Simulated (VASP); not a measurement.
# Si (I4/mmm) in VASP: notebook, part 2 of 3

VASP 6.6.1.

### Step 4. Single point, LDA (19.55 Å³/atom)

This run uses another cell than the first one, of 19.55 Å³/atom.

INCAR

```
ALGO     = Normal         # electronic algorithm
EDIFF    = 1E-7           # SCF threshold, eV
ENCUT    = 520            # plane-wave cutoff, eV
GGA      = CA             # functional
ISIF     = 2              # what is computed and relaxed
ISMEAR   = 0              # smearing method
LASPH    = T              # aspherical terms in the spheres
LCHARG   = T              # write CHGCAR
LELF     = T              # ELF
LREAL    = F              # projectors in reciprocal space
LVHAR    = T            
LWAVE    = F              # write WAVECAR
NBANDS   = 16             # bands
NELM     = 80             # most SCF steps
PREC     = Accurate       # precision mode
SIGMA    = 0.01           # smearing width, eV
```

KPOINTS

```
k-points
0
Gamma
  10 10 10
```

POSCAR

```
Si
1.0
   -3.2278782086      3.2278782086      1.8763661269
    3.2278782086     -3.2278782086      1.8763661269
    3.2278782086      3.2278782086     -1.8763661269
Si
4
Direct
    0.1793732577      0.1793732577      0.3587465154
    0.8206267423      0.8206267423      0.6412534846
    0.1793732577      0.8206267423      0.0000000000
    0.8206267423      0.1793732577      0.0000000000
```

Potentials or basis: VASP PAW LDA potentials, release 64 (Si).

The run is started by

```bash
$ cat potpaw_LDA.64/Si/POTCAR > POTCAR
$ mpirun -np 1 vasp_std > vasp.out
```

OUTCAR:

```text
EDIFF = 1E-7
   ENCUT = 520
   GGA = CA
   ISIF = 2
   ISMEAR = 0
   LASPH = T
   LREAL = F
   NELM = 80
   PREC = Accurate

 ion  position               nearest neighbor table
   1  0.179  0.179  0.359-   2 2.28   2 2.28   3 2.32   4 2.32
   2  0.821  0.821  0.641-   1 2.28   1 2.28   4 2.32   3 2.32
   3  0.179  0.821  0.000-   4 2.28   4 2.28   2 2.32   1 2.32
   4  0.821  0.179  0.000-   3 2.28   3 2.28   2 2.32   1 2.32

  LATTYP: Found a body centered tetragonal cell.
 ALAT       =     6.4557564172
 C/A-ratio  =     0.5813001624

  Lattice vectors:

 A1 = (  -3.2278782086,   3.2278782086,   1.8763661269)
 A2 = (   3.2278782086,  -3.2278782086,   1.8763661269)
 A3 = (   3.2278782086,   3.2278782086,  -1.8763661269)

Analysis of symmetry for initial positions (statically):
=====================================================================
 Subroutine PRICEL returns:
 Original cell was already a primitive cell.

 Routine SETGRP: Setting up the symmetry group for a
 body centered tetragonal supercell.

 Subroutine GETGRP returns: Found 16 space group operations
 (whereof 16 operations were pure point group operations)
 out of a pool of 16 trial point group operations.

The static configuration has the point symmetry D_4h.

Analysis of symmetry for dynamics (positions and initial velocities):
=====================================================================
 Subroutine PRICEL returns:
 Original cell was already a primitive cell.

 Routine SETGRP: Setting up the symmetry group for a
 body centered tetragonal supercell.

 Subroutine GETGRP returns: Found 16 space group operations
 (whereof 16 operations were pure point group operations)
 out of a pool of 16 trial point group operations.

[... 121 lines left out ...]
   IALGO  =     38    algorithm
   IMIX   =      4    mixing-type and parameters
     AMIX     =   0.40;   BMIX     =  1.00
     AMIX_MAG =   1.60;   BMIX_MAG =  1.00
  volume/ion in A,a.u.               =      19.55       131.93
  Fermi-wavevector in a.u.,A,eV,Ry     =   0.964667  1.822957 12.661349  0.930583
  Thomas-Fermi vector in A             =   2.094318
   LORBIT       =      0    0 simple, 1 ext, 2 COOP (PROOUT), +10 PAW based schemes
   GGA     = CA    functional components
   LHFCALC =     F    Hartree Fock is set to
   AEXX    =    0.0000 exact exchange contribution
   IVDW    =     0    specifies the selected vdW correction
   LEPSILON=     F    determine dielectric tensor
   LRPA    =     F    only Hartree local field effects (RPA)
 non-spin polarized calculation
 Gauss-broadening in eV      SIGMA  =   0.01
  energy-cutoff  :      520.00
  volume of cell :       78.20
 maximum number of plane-waves:      2121
 NGX is ok and might be reduce to    40
   NGX = 19   NGY = 19   NGZ = 19

 number of electron      16.0000000 magnetization

 Free energy of the ion-electron system (eV)
  ---------------------------------------------------
  ext. energy  EPLUGINS =         0.00000000
  ---------------------------------------------------
  free energy    TOTEN  =       -23.28783910 eV

  energy without entropy =      -23.28780016  energy(sigma->0) =      -23.28781963

 E-fermi :   6.2870     XC(G=0):  -9.6210

 val. band max:        6.2014538588   @ k =   0.5000   0.5000   0.4000
 cond. band min:       6.2924043209   @ k =  -0.1000  -0.2000   0.1000
 fundamental gap:      0.0909504621
 Fermi energy:         6.2870459496

 k-point     1 :       0.0000    0.0000    0.0000
  band No.  band energies     occupation
      1      -6.3893      2.00000
      2      -1.7776      2.00000
      3       0.4662      2.00000
      4       0.4662      2.00000
      5       2.1714      2.00000
      6       4.6015      2.00000
[... 433 lines left out ...]
      3      -1.1331      2.00000
      4       1.0123      2.00000
      5       1.6728      2.00000
      6       2.9734      2.00000
[... 8 lines left out ...]
     15      12.4388      0.00000
     16      13.3019      0.00000

 [... further k-points ...]

------------------------ aborting loop because EDIFF is reached ----------------------------------------

  FORCE on cell =-STRESS in cart. coord.  units (eV):
  Direction    XX          YY          ZZ          XY          YZ          ZX
  --------------------------------------------------------------------------------------
  -------------------------------------------------------------------------------------
  Total        3.0560274      3.0560274      3.0419110      0.0000000      0.0000000     -0.0000000
  in kB       62.6117694     62.6117694     62.3225526      0.0000000      0.0000000     -0.0000000
  external PRESSURE =      62.5153638 kB  Pullay stress =       0.0000000 kB

 VOLUME and BASIS-vectors are now :
 -----------------------------------------------------------------------------
  energy-cutoff  :      520.00
  volume of cell :       78.20
      direct lattice vectors                 reciprocal lattice vectors
    -3.227878209  3.227878209  1.876366127     0.000000000  0.154900516  0.266472515
     3.227878209 -3.227878209  1.876366127     0.154900516  0.000000000  0.266472515
     3.227878209  3.227878209 -1.876366127     0.154900516  0.154900516  0.000000000

 POSITION                                       TOTAL-FORCE (eV/Angst)
 -----------------------------------------------------------------------------------
      1.15799      1.15799      0.00000         0.003299      0.003299      0.000000
      2.06989      2.06989      1.87637        -0.003299     -0.003299     -0.000000
      2.06989     -2.06989      1.87637        -0.003299      0.003299     -0.000000
     -2.06989      2.06989      1.87637         0.003299     -0.003299      0.000000
 -----------------------------------------------------------------------------------
    total drift:                               -0.000000     -0.000000      0.000000

  FREE ENERGIE OF THE ION-ELECTRON SYSTEM (eV)
  ---------------------------------------------------
  free  energy   TOTEN  =       -23.2878390951 eV

  energy  without entropy=      -23.2878001584  energy(sigma->0) =      -23.28781963
```

OSZICAR:

```text
N       E                     dE             d eps       ncg     rms          rms(c)
DAV:   1     0.237162903595E+02    0.23716E+02   -0.59570E+03  3264   0.822E+02
DAV:   2    -0.221309519343E+02   -0.45847E+02   -0.41083E+02  4464   0.119E+02
DAV:   3    -0.239904356965E+02   -0.18595E+01   -0.18458E+01  4496   0.231E+01
DAV:   4    -0.240137473145E+02   -0.23312E-01   -0.23307E-01  4088   0.332E+00
DAV:   5    -0.240142064194E+02   -0.45910E-03   -0.45909E-03  4552   0.441E-01    0.779E+00
DAV:   6    -0.234951413657E+02    0.51907E+00   -0.24913E-01  3704   0.241E+00    0.467E+00
DAV:   7    -0.232878859448E+02    0.20726E+00   -0.39183E-01  3992   0.300E+00    0.555E-01
DAV:   8    -0.232877083496E+02    0.17760E-03   -0.37579E-02  3864   0.107E+00    0.223E-01
DAV:   9    -0.232878583972E+02   -0.15005E-03   -0.18043E-03  4472   0.245E-01    0.910E-02
DAV:  10    -0.232878423560E+02    0.16041E-04   -0.35876E-04  4056   0.973E-02    0.368E-02
DAV:  11    -0.232878404746E+02    0.18813E-05   -0.20377E-05  4232   0.262E-02    0.128E-02
DAV:  12    -0.232878391382E+02    0.13365E-05   -0.58733E-06  4216   0.127E-02    0.337E-03
DAV:  13    -0.232878390951E+02    0.43064E-07   -0.95695E-07  4264   0.518E-03
   1 F= -.23287839E+02 E0= -.23287820E+02  d E =-.389367E-04
```

stdout:

```text
POSCAR found type information on POSCAR Si
 POSCAR found :  1 types and       4 ions
 scaLAPACK will be used
 LDA part: xc-table for (Slater(with rela. corr.)+CA(PZ))
 , standard interpolation
 POSCAR, INCAR and KPOINTS ok, starting setup
 FFT: planning ... GRIDC
 FFT: planning ... GRID_SOFT
 FFT: planning ... GRID
 WAVECAR not read
 entering main loop
```

Wall time 3.8 min (1 thread of Intel Xeon 8259CL, shared host); peak memory 0.24 GiB.

What came out:

| Quantity | Value |
| --- | --- |
| Free energy | -23.2878 eV |
| Pressure | 6.3 GPa |
| Largest force | 0.005 eV/Å |
| Band gap on the k mesh | zero (filled and empty bands overlap) |

Forces in eV/Å, atoms in the order of the input:
```
Si   0.003  0.003  0.000
Si  -0.003 -0.003  0.000
Si  -0.003  0.003  0.000
Si   0.003 -0.003  0.000
```

Caveat: the cell stands under pressure; semilocal functionals underestimate gaps, and a narrow one can read as zero.

### Step 5. Single point, LDA (20.17 Å³/atom)

This run uses another cell than the first one, of 20.17 Å³/atom.

INCAR

```
SYSTEM = Si
  ALGO = Normal
  EDIFF = 1E-7
  ENCUT = 520
  ISIF = 2
  ISMEAR = 0
  LASPH = .TRUE.
  LCHARG = .FALSE.
  LREAL = .FALSE.
  LWAVE = .FALSE.
  NBANDS = 16
  NELM = 60
  PREC = Accurate
  SIGMA = 0.01
```

KPOINTS

```
k-points
0
G
  10 10 10
  0 0 0
```

POSCAR

```
Si
1.0
   -3.2656430291      3.2656430291      1.8917264023
    3.2656430291     -3.2656430291      1.8917264023
    3.2656430291      3.2656430291     -1.8917264023
Si
4
Direct
    0.1790670053      0.1790670053      0.3581340107
    0.8209329947      0.8209329947      0.6418659893
    0.1790670053      0.8209329947      0.0000000000
    0.8209329947      0.1790670053      0.0000000000
```

Potentials or basis: VASP PAW LDA potentials, release 64 (Si).

The run is started by

```bash
$ cat potpaw_LDA.64/Si/POTCAR > POTCAR
$ mpirun -np 1 vasp_std > vasp.out
```

OUTCAR:

```text
SYSTEM = Si
   EDIFF = 1E-7
   ENCUT = 520
   ISIF = 2
   ISMEAR = 0
   LASPH = .TRUE.
   LREAL = .FALSE.
   NELM = 60
   PREC = Accurate

 ion  position               nearest neighbor table
   1  0.179  0.179  0.358-   2 2.30   2 2.30   3 2.34   4 2.34
   2  0.821  0.821  0.642-   1 2.30   1 2.30   4 2.34   3 2.34
   3  0.179  0.821  0.000-   4 2.30   4 2.30   2 2.34   1 2.34
   4  0.821  0.179  0.000-   3 2.30   3 2.30   2 2.34   1 2.34

  LATTYP: Found a body centered tetragonal cell.
 ALAT       =     6.5312860582
 C/A-ratio  =     0.5792814418

  Lattice vectors:
[... 653 lines left out ...]
  --------------------------------------------------------------------------------------
  -------------------------------------------------------------------------------------
  Total        1.4814145      1.4814145      1.4686501      0.0000000     -0.0000000      0.0000000
  in kB       29.4124667     29.4124667     29.1590381      0.0000000     -0.0000000      0.0000000
  external PRESSURE =      29.3279905 kB  Pullay stress =       0.0000000 kB

 VOLUME and BASIS-vectors are now :
 -----------------------------------------------------------------------------
  energy-cutoff  :      520.00
  volume of cell :       80.70
      direct lattice vectors                 reciprocal lattice vectors
    -3.265643029  3.265643029  1.891726402     0.000000000  0.153109203  0.264308834
     3.265643029 -3.265643029  1.891726402     0.153109203  0.000000000  0.264308834
     3.265643029  3.265643029 -1.891726402     0.153109203  0.153109203  0.000000000

 POSITION                                       TOTAL-FORCE (eV/Angst)
 -----------------------------------------------------------------------------------
      1.16954      1.16954     -0.00000         0.002810      0.002810     -0.000000
      2.09611      2.09611      1.89173        -0.002810     -0.002810      0.000000
      2.09611     -2.09611      1.89173        -0.002810      0.002810     -0.000000
     -2.09611      2.09611      1.89173         0.002810     -0.002810     -0.000000
 -----------------------------------------------------------------------------------
    total drift:                               -0.000000      0.000000     -0.000000

  FREE ENERGIE OF THE ION-ELECTRON SYSTEM (eV)
  ---------------------------------------------------
  free  energy   TOTEN  =       -23.3590588597 eV

  energy  without entropy=      -23.3590588597  energy(sigma->0) =      -23.35905886
```

OSZICAR:

```text
N       E                     dE             d eps       ncg     rms          rms(c)
DAV:   1     0.233951168365E+02    0.23395E+02   -0.59474E+03  3264   0.818E+02
DAV:   2    -0.221032734431E+02   -0.45498E+02   -0.40954E+02  4464   0.118E+02
DAV:   3    -0.240067431932E+02   -0.19035E+01   -0.18871E+01  4408   0.229E+01
DAV:   4    -0.240316057129E+02   -0.24863E-01   -0.24859E-01  4128   0.338E+00
DAV:   5    -0.240321012358E+02   -0.49552E-03   -0.49551E-03  4496   0.452E-01    0.748E+00
DAV:   6    -0.235544274317E+02    0.47767E+00   -0.22517E-01  3792   0.227E+00    0.447E+00
DAV:   7    -0.233588704605E+02    0.19556E+00   -0.36400E-01  3976   0.286E+00    0.491E-01
DAV:   8    -0.233589122007E+02   -0.41740E-04   -0.35034E-02  3912   0.102E+00    0.208E-01
DAV:   9    -0.233590674474E+02   -0.15525E-03   -0.16994E-03  4368   0.238E-01    0.879E-02
DAV:  10    -0.233590605528E+02    0.68946E-05   -0.33055E-04  4144   0.936E-02    0.348E-02
DAV:  11    -0.233590596752E+02    0.87756E-06   -0.20651E-05  4176   0.260E-02    0.122E-02
DAV:  12    -0.233590588851E+02    0.79007E-06   -0.46519E-06  4240   0.114E-02    0.305E-03
DAV:  13    -0.233590588597E+02    0.25422E-07   -0.82631E-07  4072   0.473E-03
   1 F= -.23359059E+02 E0= -.23359059E+02  d E =-.484885E-13
```

stdout:

```text
POSCAR found type information on POSCAR Si
 POSCAR found :  1 types and       4 ions
 scaLAPACK will be used
 LDA part: xc-table for (Slater(with rela. corr.)+CA(PZ))
 , standard interpolation
 POSCAR, INCAR and KPOINTS ok, starting setup
 FFT: planning ... GRIDC
 FFT: planning ... GRID_SOFT
 FFT: planning ... GRID
 WAVECAR not read
 entering main loop
```

Run time: 3.5 min. Hardware: 1 thread of Intel Xeon 8259CL, shared host; peak memory 0.24 GiB.

What came out:

* Free energy: -23.3591 eV
* Pressure: 2.9 GPa
* Largest force: 0.004 eV/Å
* Band gap on the k mesh: 0.10 eV (least direct gap 0.18 eV)

Forces on the atoms (eV/Å):
```
Si   0.003  0.003  0.000
Si  -0.003 -0.003  0.000
Si  -0.003  0.003  0.000
Si   0.003 -0.003  0.000
```

Caveat: semilocal functionals underestimate gaps, and a narrow one can read as zero. A k mesh can miss the band edges.

(Part 2 of 3 ends here.)

The gap in the log of VASP goes by the Fermi energy; the results here count the filled bands.